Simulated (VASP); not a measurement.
# CoO (Fm-3m) in VASP: relaxation of cell and atoms with PBEsol

Aim: the relaxation of cell and atoms of CoO with PBEsol.

All numbers are computed with VASP 6.6.1; they aren't measurements. Logs are shortened: lines on timing, memory, paths and dates and some standing lists are left out, and cuts for length are marked.

## Step 1: The cell of the first run

The structure is cubic, space group Fm-3m (No. 225). The conventional cell has a = 4.175 Å, b = 4.175 Å, c = 4.175 Å, α = 90.00°, β = 90.00°, γ = 90.00°. Within 2.8 Å of Co (site symmetry m-3m) lie 6 O at 2.09 Å. Within 2.8 Å of O (site symmetry m-3m) lie 6 Co at 2.09 Å.

## Step 2: Relaxation of cell and atoms, PBEsol, collinear spin, ferromagnetic start

INCAR

```
PREC     = Accurate       # precision mode
ENCUT    = 600            # plane-wave cutoff, eV
EDIFF    = 1E-6           # SCF threshold, eV
ISMEAR   = 0              # smearing method
SIGMA    = 0.1            # smearing width, eV
LREAL    = F              # projectors in reciprocal space
LASPH    = T              # aspherical terms in the spheres
NELM     = 150            # most SCF steps
ALGO     = Normal         # electronic algorithm
ISIF     = 3              # what is computed and relaxed
LWAVE    = F              # write WAVECAR
LCHARG   = F              # write CHGCAR
ISPIN    = 2              # spin polarisation
MAGMOM   = 2.63 0.34      # initial moments
LORBIT   = 11             # projections on sites
LMAXMIX  = 4              # l up to which the mixer works
GGA      = PS             # functional
IBRION   = 2              # ionic algorithm
NSW      = 100            # ionic steps
EDIFFG   = -0.005         # ionic threshold
```

KPOINTS

```
regular mesh
0
Gamma
  18 18 18
```

POSCAR

```
CoO
1.0
    0.0000000000      2.0874074534      2.0874074534
    2.0874074534      0.0000000000      2.0874074534
    2.0874074534      2.0874074534      0.0000000000
Co O
1 1
Direct
    0.0000000000      0.0000000000      0.0000000000
    0.5000000000      0.5000000000      0.5000000000
```

Potentials or basis: VASP PAW PBE potentials, release 64 (Co, O).

Run with:

```sh
> cat potpaw_PBE.64/Co/POTCAR potpaw_PBE.64/O/POTCAR > POTCAR
> mpirun -np 1 vasp_std > vasp.out
```

OUTCAR:

```text
PREC = Accurate
   ENCUT = 600
   EDIFF = 1E-6
   ISMEAR = 0
   LREAL = F
   LASPH = T
   NELM = 150
   ISIF = 3
   ISPIN = 2
   LORBIT = 11
   GGA = PS
   IBRION = 2
   NSW = 100
   EDIFFG = -0.005

 ion  position               nearest neighbor table
   1  0.000  0.000  0.000-   2 2.09   2 2.09   2 2.09   2 2.09   2 2.09   2 2.09
   2  0.500  0.500  0.500-   1 2.09   1 2.09   1 2.09   1 2.09   1 2.09   1 2.09

  LATTYP: Found a face centered cubic cell.
 ALAT       =     4.1748149068

  Lattice vectors:

 A1 = (   0.0000000000,   2.0874074534,   2.0874074534)
 A2 = (   2.0874074534,   0.0000000000,   2.0874074534)
 A3 = (   2.0874074534,   2.0874074534,   0.0000000000)

Analysis of symmetry for initial positions (statically):
=====================================================================
 Subroutine PRICEL returns:
 Original cell was already a primitive cell.

 Routine SETGRP: Setting up the symmetry group for a
 face centered cubic supercell.

 Subroutine GETGRP returns: Found 48 space group operations
 (whereof 48 operations were pure point group operations)
 out of a pool of 48 trial point group operations.

The static configuration has the point symmetry O_h .

Analysis of symmetry for dynamics (positions and initial velocities):
=====================================================================
 Subroutine PRICEL returns:
 Original cell was already a primitive cell.

 Routine SETGRP: Setting up the symmetry group for a
 face centered cubic supercell.

 Subroutine GETGRP returns: Found 48 space group operations
 (whereof 48 operations were pure point group operations)
 out of a pool of 48 trial point group operations.

The dynamic configuration has the point symmetry O_h .

Analysis of structural, dynamic, and magnetic symmetry:
=====================================================================
 Subroutine PRICEL returns:
 Original cell was already a primitive cell.

 Routine SETGRP: Setting up the symmetry group for a
 face centered cubic supercell.

 Subroutine GETGRP returns: Found 48 space group operations
 (whereof 48 operations were pure point group operations)
 out of a pool of 48 trial point group operations.

The overall configuration has the point symmetry O_h .

 Subroutine INISYM returns: Found 48 space group operations
 (whereof 48 operations are pure point group operations),
 and found     1 'primitive' translations

----------------------------------------------------------------------------------------

                                     Primitive cell

  volume of cell :      18.1908

  direct lattice vectors                    reciprocal lattice vectors
     0.000000000  2.087407453  2.087407453    -0.239531577  0.239531577  0.239531577
     2.087407453  0.000000000  2.087407453     0.239531577 -0.239531577  0.239531577
     2.087407453  2.087407453  0.000000000     0.239531577  0.239531577 -0.239531577

  length of vectors
     2.952039931  2.952039931  2.952039931     0.414880862  0.414880862  0.414880862

  position of ions in fractional coordinates (direct lattice)
     0.000000000  0.000000000  0.000000000
     0.500000000  0.500000000  0.500000000

  ion indices of the primitive-cell ions
   primitive index   ion index
                 1           1
                 2           2

----------------------------------------------------------------------------------------

 KPOINTS: regular mesh

Automatic generation of k-mesh.
 Grid dimensions read from file:
 generate k-points for:   18   18   18

 Generating k-lattice:

  Cartesian coordinates                     Fractional coordinates (reciprocal lattice)
    -0.013307310  0.013307310  0.013307310     0.055555556  0.000000000  0.000000000
     0.013307310 -0.013307310  0.013307310     0.000000000  0.055555556  0.000000000
     0.013307310  0.013307310 -0.013307310     0.000000000  0.000000000  0.055555556

  Length of vectors
     0.023048937  0.023048937  0.023048937

  Shift w.r.t. Gamma in fractional coordinates (k-lattice)
     0.000000000  0.000000000  0.000000000

 Subroutine IBZKPT returns following result:
 ===========================================

 Found    195 irreducible k-points:

 Following reciprocal coordinates:
            Coordinates               Weight
  0.000000  0.000000  0.000000      1.000000
  0.055556  0.000000  0.000000      8.000000
  0.111111  0.000000  0.000000      8.000000
  0.166667  0.000000  0.000000      8.000000
  0.222222  0.000000  0.000000      8.000000
  0.277778  0.000000  0.000000      8.000000
[... 16 lines left out ...]
 -0.277778  0.055556  0.000000     24.000000
 -0.222222  0.055556  0.000000     24.000000
 [... further k-points ...]
   k-points           NKPTS =    195   k-points in BZ     NKDIM =    195   number of bands    NBANDS=     12
   number of dos      NEDOS =    301   number of ions     NIONS =      2
   total plane-waves  NPLWV =  13824
   dimension x,y,z NGX =    24 NGY =   24 NGZ =   24
   dimension x,y,z NGXF=    48 NGYF=   48 NGZF=   48
   ions per type =               1   1
   NGX,Y,Z   is equivalent  to a cutoff of  13.52, 13.52, 13.52 a.u.
   NGXF,Y,Z  is equivalent  to a cutoff of  27.03, 27.03, 27.03 a.u.
 SYSTEM =  unknown system
   PREC   = accura    normal or accurate (medium, high low for compatibility)
   ISTART =      0    job   : 0-new  1-cont  2-samecut
   ICHARG =      2    charge: 1-file 2-atom 10-const
   ISPIN  =      2    spin polarized calculation?
   LNONCOLLINEAR =      F non collinear calculations
   LSORBIT =      F    spin-orbit coupling
   LASPH  =      T    aspherical Exc in radial PAW
   ENCUT  =  600.0 eV  44.10 Ry    6.64 a.u.   5.90  5.90  5.90*2*pi/ulx,y,z
   NELM   =    150;   NELMIN=  2; NELMDL= -5     # of ELM steps
   EDIFF  = 0.1E-05   stopping-criterion for ELM
   LREAL  =      F    real-space projection
   EDIFFG = -.5E-02   stopping-criterion for IOM
   NSW    =    100    number of steps for IOM
   IBRION =      2    ionic relax: 0-MD 1-quasi-New 2-CG
   NFREE  =      1    steps in history (QN), initial steepest desc. (CG)
   ISIF   =      3    stress and relaxation
   ISYM   =      2    0-nonsym 1-usesym 2-fastsym
   POTIM  = 0.5000    time-step for ionic-motion
   TEBEG  =    0.0;   TEEND  =   0.0 temperature during run
   PSTRESS=    0.0 pullay stress
   NELECT =      15.0000    total number of electrons
   NUPDOWN=      -1.0000    fix difference up-down
   EMIN   =  10.00;   EMAX   =-10.00  energy-range for DOS
   EFERMI =   0.00;   METHOD = LEGACY
   ISMEAR =     0;   SIGMA  =   0.10  broadening in eV -4-tet -1-fermi 0-gaus
   EFERMI_NEDOS =   21; number of points for ismear=-14 and -15
   IALGO  =     38    algorithm
   IMIX   =      4    mixing-type and parameters
     AMIX     =   0.40;   BMIX     =  1.00
     AMIX_MAG =   1.60;   BMIX_MAG =  1.00
  volume/ion in A,a.u.               =       9.10        61.38
  Fermi-wavevector in a.u.,A,eV,Ry     =   1.535164  2.901039 32.065225  2.356728
  Thomas-Fermi vector in A             =   2.641990
   LORBIT       =     11    0 simple, 1 ext, 2 COOP (PROOUT), +10 PAW based schemes
   GGA     = PS    functional components
   LHFCALC =     F    Hartree Fock is set to
   AEXX    =    0.0000 exact exchange contribution
   IVDW    =     0    specifies the selected vdW correction
   LEPSILON=     F    determine dielectric tensor
   LRPA    =     F    only Hartree local field effects (RPA)
 conjugate gradient relaxation of ions
 spin polarized calculation
 Gauss-broadening in eV      SIGMA  =   0.10
  energy-cutoff  :      600.00
  volume of cell :       18.19
 maximum number of plane-waves:       620
   NGX = 11   NGY = 11   NGZ = 11

--------------------------------------- Ionic step        1  -------------------------------------------

 number of electron      14.9999997 magnetization       2.7261020

 Free energy of the ion-electron system (eV)
  ---------------------------------------------------
  ext. energy  EPLUGINS =         0.00000000
  ---------------------------------------------------
  free energy    TOTEN  =       -14.00004306 eV

  energy without entropy =      -13.97960117  energy(sigma->0) =      -13.98982212

------------------------ aborting loop because EDIFF is reached ----------------------------------------

  FORCE on cell =-STRESS in cart. coord.  units (eV):
  Direction    XX          YY          ZZ          XY          YZ          ZX
  --------------------------------------------------------------------------------------
  -------------------------------------------------------------------------------------
  Total       -0.2270049     -0.2270049     -0.2270049     -0.0000000      0.0000000      0.0000000
  in kB      -19.9937446    -19.9937446    -19.9937446     -0.0000000      0.0000000      0.0000000
  external PRESSURE =     -19.9937446 kB  Pullay stress =       0.0000000 kB
[... 57 lines left out ...]
  energy  without entropy=      -13.9810476775  energy(sigma->0) =      -13.99111008

--------------------------------------- Ionic step        3  -------------------------------------------

 number of electron      14.9999999 magnetization       2.6756163

 Free energy of the ion-electron system (eV)
  ---------------------------------------------------
  ext. energy  EPLUGINS =         0.00000000
  ---------------------------------------------------
  free energy    TOTEN  =       -14.00138851 eV

  energy without entropy =      -13.98120534  energy(sigma->0) =      -13.99129692

 E-fermi :   8.8776     XC(G=0): -13.0825

 val. band max:        8.8766770347   @ k =  -0.2778   0.2778   0.0556
 cond. band min:       8.8777990340   @ k =  -0.2222   0.1667   0.0000
 fundamental gap:      0.0011219993
 Fermi energy:         8.8775552569

 spin component 1

 k-point     1 :       0.0000    0.0000    0.0000
  band No.  band energies     occupation
      1     -12.0668      1.00000
      2       5.3026      1.00000
      3       5.3026      1.00000
      4       5.3026      1.00000
      5       5.6510      1.00000
      6       5.6511      1.00000
      7       5.7349      1.00000
      8       5.7349      1.00000
      9       5.7349      1.00000
     10      10.1191      0.00000
     11      25.6575      0.00000
     12      27.3832      0.00000
[... 331 lines left out ...]
 k-point    24 :      -0.2222    0.0556    0.0000
  band No.  band energies     occupation
      1     -11.4228      1.00000
      2       2.1141      1.00000
      3       3.1537      1.00000
      4       3.4409      1.00000
      5       6.0797      1.00000
      6       6.1359      1.00000
      7       6.5581      1.00000
      8       7.5791      1.00000
      9       8.2018      1.00000
     10      12.8247      0.00000
     11      20.8239      0.00000
     12      24.3718      0.00000

 [... further k-points ...]

 spin component 2

 k-point     1 :       0.0000    0.0000    0.0000
  band No.  band energies     occupation
      1     -11.6141      1.00000
      2       5.8173      1.00000
      3       5.8173      1.00000
      4       5.8173      1.00000
      5       7.5927      1.00000
      6       7.5928      1.00000
      7       7.5928      1.00000
      8       8.5935      0.99997
      9       8.5936      0.99997
     10      10.6256      0.00000
     11      25.6218      0.00000
     12      27.9203      0.00000
[... 374 lines left out ...]
  FREE ENERGIE OF THE ION-ELECTRON SYSTEM (eV)
  ---------------------------------------------------
  free  energy   TOTEN  =       -14.0013885059 eV

  energy  without entropy=      -13.9812053358  energy(sigma->0) =      -13.99129692

 reached required accuracy - stopping structural energy minimisation

 total charge

# of ion       s       p       d       tot
------------------------------------------
    1        0.317   0.410   7.219   7.946
    2        1.549   3.428   0.000   4.977
--------------------------------------------------
tot          1.866   3.838   7.219  12.922

 magnetization (x)

# of ion       s       p       d       tot
------------------------------------------
    1        0.021   0.019   2.333   2.373
    2        0.031   0.227   0.000   0.258
--------------------------------------------------
tot          0.051   0.246   2.333   2.631
```

It took 4.8 min on 1 thread of Intel Xeon 8259CL, shared host; peak memory 0.23 GiB.

Results:

```yaml
Free_energy: -14.0014 eV
Relaxed_volume: 8.99 Å³/atom
Relaxed_cell: a = 2.941 Å, b = 2.941 Å, c = 2.941 Å, α = 60.00°, β = 60.00°, γ = 60.00°
Space_group_after_relaxing_to_0.1_Å: Fm-3m (No. 225)
Energy_gained_by_relaxing: 0.7 meV/atom
Ionic_steps: 3
Pressure_after_relaxing: 0.0 GPa
Net_moment: 2.68 μB per cell
Site_moments: Co +2.37; O +0.26 μB
Valence_electrons_inside_the_program's_atomic_spheres: Co 7.95; O 4.98
```

Step by step:
```csv
step,energy change (eV),largest force (eV/Å),pressure (GPa),volume (Å³)
1,0.0000,0.0000,-2.00,18.19
2,-0.0011,0.0000,0.92,17.89
3,-0.0013,0.0000,0.05,17.98
```

Final structure:
```
Co O
1.0
     0.00000    2.07926    2.07926
     2.07926    0.00000    2.07926
     2.07926    2.07926    0.00000
Co O
1 1
Direct
  0.00000 0.00000 0.00000
  0.50000 0.50000 0.50000
```

Levels at points of the mesh, in eV from the Fermi level:
Spin up:
```csv
k point,band 6,band 7,band 8,band 9,band 10,band 11,band 12
"(0.00, 0.00, 0.00)",-3.23,-3.14,-3.14,-3.14,1.24,16.78,18.51
"(0.50, 0.00, 0.00)",-2.27,-1.71,0.32,0.32,5.00,9.87,13.71
"(0.50, 0.50, 0.00)",-2.81,-2.16,-1.95,-1.95,6.21,10.07,11.83
```
Spin down:
```csv
k point,band 2,band 3,band 4,band 5,band 6,band 7,band 8,band 9,band 10,band 11
"(0.00, 0.00, 0.00)",-3.06,-3.06,-3.06,-1.28,-1.28,-1.28,-0.28,-0.28,1.75,16.74
"(0.50, 0.00, 0.00)",-8.43,-5.33,-5.33,-0.17,-0.17,0.17,2.68,2.68,5.29,10.59
"(0.50, 0.50, 0.00)",-7.17,-4.41,-4.41,-2.60,0.14,0.14,0.25,0.87,7.00,10.51
```

Caveat: the PAW data sets were made with another functional, which shifts forces and pressure a little; a cell with one magnetic atom can't hold antiferromagnetic order, which such compounds often take; semilocal functionals often make such compounds metallic where correlation or magnetic order opens a gap, which also shifts bond lengths. With open d or f shells a metallic result of PBEsol can be an artefact of self-interaction; +U or a hybrid may open a gap.
